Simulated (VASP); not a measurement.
# Ge3Te2O (R-3m) in VASP: single point with PBE

Aim: the single point of Ge3Te2O with PBE.

Program: VASP 6.6.1. These are calculated values, not measurements. Logs are shortened: lines on timing, memory, paths and dates and some standing lists are left out, and cuts for length are marked.

### 1 The cell of the first run

It takes space group R-3m (No. 166, trigonal). The conventional cell has a = 5.662 Å, b = 5.662 Å, c = 13.802 Å, α = 90.00°, β = 90.00°, γ = 120.00°. Within 3.7 Å of Ge (site symmetry 2/m) lie 2 O at 2.82 Å and 4 Ge at 2.83 Å and 6 Te at 3.26 to 3.40 Å. Within 4.3 Å of Te (site symmetry 3m) lie 4 Te at 3.23 to 3.54 Å and 9 Ge at 3.26 to 3.40 Å and 3 O at 3.34 Å. Within 3.7 Å of O (site symmetry -3m) lie 6 Ge at 2.82 Å and 6 Te at 3.34 Å.

### 2 Single point, PBE

File INCAR:

```
ALGO     = Normal         # electronic algorithm
EDIFF    = 1E-6           # SCF threshold, eV
ENCUT    = 520            # plane-wave cutoff, eV
GGA      = PE             # functional
ISIF     = 2              # what is computed and relaxed
ISMEAR   = 0              # smearing method
LASPH    = True           # aspherical terms in the spheres
LCHARG   = False          # write CHGCAR
LREAL    = False          # projectors in reciprocal space
LWAVE    = False          # write WAVECAR
NBANDS   = 39             # bands
NELM     = 100            # most SCF steps
PREC     = Accurate       # precision mode
SIGMA    = 0.1            # smearing width, eV
```

File KPOINTS:

```
k-points
0
Gamma
  6 6 6
```

File POSCAR:

```
Ge3Te2O
1.0
    2.8311681300      1.6345756800      4.6005920900
   -2.8311681300      1.6345756800      4.6005920900
    0.0000000000     -3.2691513700      4.6005920900
Ge Te O
3 2 1
Direct
    0.5000000000      0.0000000000      0.0000000000
    0.0000000000      0.5000000000      0.0000000000
    0.0000000000      0.0000000000      0.5000000000
    0.6170832500      0.6170832500      0.6170832500
    0.3829167500      0.3829167500      0.3829167500
    0.0000000000      0.0000000000      0.0000000000
```

Potentials or basis: VASP PAW PBE potentials, release 64 (Ge_d, Te, O).

On the command line:

```
$ cat potpaw_PBE.64/Ge_d/POTCAR potpaw_PBE.64/Te/POTCAR potpaw_PBE.64/O/POTCAR > POTCAR
$ mpirun -np 1 vasp_std > vasp.out
```

OUTCAR:

```text
EDIFF = 1E-6
   ENCUT = 520
   GGA = PE
   ISIF = 2
   ISMEAR = 0
   LASPH = True
   LREAL = False
   NELM = 100
   PREC = Accurate

 ion  position               nearest neighbor table
   1  0.500  0.000  0.000-   2 2.83   2 2.83   3 2.83   3 2.83   4 3.26   5 3.26   4 3.26   5 3.26

   2  0.000  0.500  0.000-   1 2.83   1 2.83   3 2.83   3 2.83   4 3.26   5 3.26   4 3.26   5 3.26

   3  0.000  0.000  0.500-   1 2.83   2 2.83   2 2.83   1 2.83   4 3.26   5 3.26   4 3.26   5 3.26

   4  0.617  0.617  0.617-   5 3.23   3 3.26   3 3.26   2 3.26   1 3.26   1 3.26   2 3.26   5 3.54
                             5 3.54   5 3.54
   5  0.383  0.383  0.383-   4 3.23   3 3.26   3 3.26   2 3.26   1 3.26   2 3.26   1 3.26   4 3.54
                             4 3.54   4 3.54
   6  0.000  0.000  0.000-

  LATTYP: Found a trigonal (rhomboedric) cell.
 ALAT       =     5.6438283295
 COS(alpha) =     0.4967153010

  Lattice vectors:

 A1 = (   2.8311681300,   1.6345756800,   4.6005920900)
 A2 = (  -2.8311681300,   1.6345756800,   4.6005920900)
 A3 = (   0.0000000000,  -3.2691513700,   4.6005920900)

Analysis of symmetry for initial positions (statically):
=====================================================================
 Subroutine PRICEL returns:
 Original cell was already a primitive cell.

 Routine SETGRP: Setting up the symmetry group for a
 trigonal (rhombohedral) supercell.

 Subroutine GETGRP returns: Found 12 space group operations
 (whereof 12 operations were pure point group operations)
 out of a pool of 12 trial point group operations.

The static configuration has the point symmetry D_3d.

Analysis of symmetry for dynamics (positions and initial velocities):
=====================================================================
 Subroutine PRICEL returns:
 Original cell was already a primitive cell.

 Routine SETGRP: Setting up the symmetry group for a
 trigonal (rhombohedral) supercell.

 Subroutine GETGRP returns: Found 12 space group operations
 (whereof 12 operations were pure point group operations)
 out of a pool of 12 trial point group operations.

The dynamic configuration has the point symmetry D_3d.

 Subroutine INISYM returns: Found 12 space group operations
 (whereof 12 operations are pure point group operations),
 and found     1 'primitive' translations

[... 95 lines left out ...]
   ICHARG =      2    charge: 1-file 2-atom 10-const
   ISPIN  =      1    spin polarized calculation?
   LNONCOLLINEAR =      F non collinear calculations
   LSORBIT =      F    spin-orbit coupling
   LASPH  =      T    aspherical Exc in radial PAW
   ENCUT  =  520.0 eV  38.22 Ry    6.18 a.u.  10.49 10.49 10.49*2*pi/ulx,y,z
   NELM   =    100;   NELMIN=  2; NELMDL= -5     # of ELM steps
   EDIFF  = 0.1E-05   stopping-criterion for ELM
   LREAL  =      F    real-space projection
   EDIFFG = 0.1E-04   stopping-criterion for IOM
   NSW    =      0    number of steps for IOM
   IBRION =     -1    ionic relax: 0-MD 1-quasi-New 2-CG
   NFREE  =      0    steps in history (QN), initial steepest desc. (CG)
   ISIF   =      2    stress and relaxation
   ISYM   =      2    0-nonsym 1-usesym 2-fastsym
   POTIM  = 0.5000    time-step for ionic-motion
   TEBEG  =    0.0;   TEEND  =   0.0 temperature during run
   PSTRESS=    0.0 pullay stress
   NELECT =      60.0000    total number of electrons
   NUPDOWN=      -1.0000    fix difference up-down
   EMIN   =  10.00;   EMAX   =-10.00  energy-range for DOS
   EFERMI =   0.00;   METHOD = LEGACY
   ISMEAR =     0;   SIGMA  =   0.10  broadening in eV -4-tet -1-fermi 0-gaus
   EFERMI_NEDOS =   21; number of points for ismear=-14 and -15
   IALGO  =     38    algorithm
   IMIX   =      4    mixing-type and parameters
     AMIX     =   0.40;   BMIX     =  1.00
     AMIX_MAG =   1.60;   BMIX_MAG =  1.00
  volume/ion in A,a.u.               =      21.29       143.67
  Fermi-wavevector in a.u.,A,eV,Ry     =   1.272565  2.404799 22.033575  1.619422
  Thomas-Fermi vector in A             =   2.405437
   LORBIT       =      0    0 simple, 1 ext, 2 COOP (PROOUT), +10 PAW based schemes
   GGA     = PE    functional components
   LHFCALC =     F    Hartree Fock is set to
   AEXX    =    0.0000 exact exchange contribution
   IVDW    =     0    specifies the selected vdW correction
   LEPSILON=     F    determine dielectric tensor
   LRPA    =     F    only Hartree local field effects (RPA)
 non-spin polarized calculation
 Gauss-broadening in eV      SIGMA  =   0.10
  energy-cutoff  :      520.00
  volume of cell :      127.74
 maximum number of plane-waves:      3479
 NGX is ok and might be reduce to    42
   NGX = 21   NGY = 21   NGZ = 21

 number of electron      60.0000004 magnetization

 Free energy of the ion-electron system (eV)
  ---------------------------------------------------
  ext. energy  EPLUGINS =         0.00000000
  ---------------------------------------------------
  free energy    TOTEN  =       -22.66971982 eV

  energy without entropy =      -22.66223367  energy(sigma->0) =      -22.66597675

 E-fermi :   6.2772     XC(G=0): -10.5008

 val. band max:        6.2183694497   @ k =   0.3333   0.3333   0.1667
 cond. band min:       6.2795993675   @ k =  -0.3333   0.3333   0.3333
 fundamental gap:      0.0612299177
 Fermi energy:         6.2772236643

 k-point     1 :       0.0000    0.0000    0.0000
  band No.  band energies     occupation
      1     -18.7730      2.00000
      2     -18.7614      2.00000
      3     -18.7614      2.00000
      4     -18.7283      2.00000
      5     -18.7231      2.00000
      6     -18.7231      2.00000
[... 997 lines left out ...]
     38       9.9264      0.00000
     39      12.0180      0.00000

 [... further k-points ...]
[... 5 lines left out ...]
  --------------------------------------------------------------------------------------
  -------------------------------------------------------------------------------------
  Total       -0.4519126     -0.4519126     -5.1849260      0.0000000      0.0000000     -0.0000000
  in kB       -5.6679943     -5.6679943    -65.0305561      0.0000000      0.0000000     -0.0000000
  external PRESSURE =     -25.4555149 kB  Pullay stress =       0.0000000 kB

 VOLUME and BASIS-vectors are now :
 -----------------------------------------------------------------------------
  energy-cutoff  :      520.00
  volume of cell :      127.74
      direct lattice vectors                 reciprocal lattice vectors
     2.831168130  1.634575680  4.600592090     0.176605548  0.101963261  0.072454442
    -2.831168130  1.634575680  4.600592090    -0.176605548  0.101963261  0.072454442
     0.000000000 -3.269151370  4.600592090     0.000000000 -0.203926522  0.072454442

 POSITION                                       TOTAL-FORCE (eV/Angst)
 -----------------------------------------------------------------------------------
      1.41558      0.81729      2.30030         0.000000     -0.000000      0.000000
     -1.41558      0.81729      2.30030        -0.000000      0.000000      0.000000
      0.00000     -1.63458      2.30030         0.000000     -0.000000      0.000000
      0.00000     -0.00000      8.51684         0.000000     -0.000000      0.125918
      0.00000     -0.00000      5.28493         0.000000      0.000000     -0.125918
      0.00000      0.00000      0.00000         0.000000      0.000000      0.000000
 -----------------------------------------------------------------------------------
    total drift:                                0.000000      0.000000     -0.000000

  FREE ENERGIE OF THE ION-ELECTRON SYSTEM (eV)
  ---------------------------------------------------
  free  energy   TOTEN  =       -22.6697198244 eV

  energy  without entropy=      -22.6622336674  energy(sigma->0) =      -22.66597675
```

stdout:

```text
POSCAR found type information on POSCAR GeTeO
 POSCAR found :  3 types and       6 ions
 scaLAPACK will be used
 LDA part: xc-table for (Slater+PW92), standard interpolation
 POSCAR, INCAR and KPOINTS ok, starting setup
 FFT: planning ... GRIDC
 FFT: planning ... GRID_SOFT
 FFT: planning ... GRID
 WAVECAR not read
 entering main loop
```

Wall time 5.9 min (1 thread of Intel Xeon Platinum 8488C (Sapphire Rapids), shared host); peak memory 0.33 GiB.

What came out:

| Item | Value |
| --- | --- |
| Free energy | -22.6697 eV |
| Pressure | -2.5 GPa |
| Largest force | 0.126 eV/Å |
| Band gap on the k mesh | zero (band 30 reaches 6.68 eV, above the bottom of band 31 at 5.90 eV) |

Forces on the atoms (eV/Å):
```
Ge   0.000  0.000  0.000
Ge   0.000  0.000  0.000
Ge   0.000  0.000  0.000
Te   0.000  0.000  0.126
Te   0.000  0.000 -0.126
O    0.000  0.000  0.000
```

Stress tensor (GPa, compression positive):
```
-0.57  0.00  0.00
 0.00 -0.57  0.00
 0.00  0.00 -6.50
```

Levels at points of the mesh, in eV from the Fermi level:
| k point | band 27 | band 28 | band 29 | band 30 | band 31 | band 32 | band 33 | band 34 |
| --- | --- | --- | --- | --- | --- | --- | --- | --- |
| (0.00, 0.00, 0.00) | -2.56 | -2.56 | -1.92 | -1.92 | 0.47 | 1.54 | 1.54 | 3.67 |
| (0.50, 0.00, 0.00) | -1.47 | -1.47 | -1.06 | 0.07 | 0.17 | 1.15 | 1.86 | 1.98 |
| (0.50, 0.50, 0.00) | -1.14 | -0.68 | -0.46 | -0.23 | -0.15 | 0.58 | 1.48 | 2.05 |
| (0.50, 0.50, 0.50) | -1.78 | -0.88 | -0.29 | 0.40 | 0.40 | 0.57 | 0.57 | 1.30 |

Caveat: spin-orbit coupling is left out, which moves the levels of the heavy elements.
